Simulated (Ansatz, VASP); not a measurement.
Two plane-wave programs on ZnCu

```
Zn Cu
1.0
     2.92515    0.00000    0.00000
     0.00000    2.92515    0.00000
     0.00000    0.00000    2.92515
Zn Cu
1 1
Direct
  0.50000 0.50000 0.50000
  0.00000 0.00000 0.00000
```

Alike in both runs: task single point; functional PBE; k mesh 12 × 12 × 12; occupations gaussian, width 0.05 eV; no spin polarisation.

|  | VASP | Ansatz |
| --- | --- | --- |
| version | VASP 6.6.1 | Ansatz 0.2.0 |
| potentials or method | VASP PAW PBE potentials, release 64 (Zn, Cu), cutoff 520 eV | scalar-relativistic, plane waves, PAW |
| valence electrons in the cell | 23 | 31 |

```csv
,VASP,Ansatz,Ansatz less VASP
gap on the k mesh at the Fermi level (eV),none,none,-
pressure (GPa),5.5,5.2,-0.35
```

A gap of «none» marks a metal or a gap that the smearing closes. VASP's potentials hold 23 valence electrons a cell and Ansatz's 31, so a difference there can come from the potentials and not from the codes.
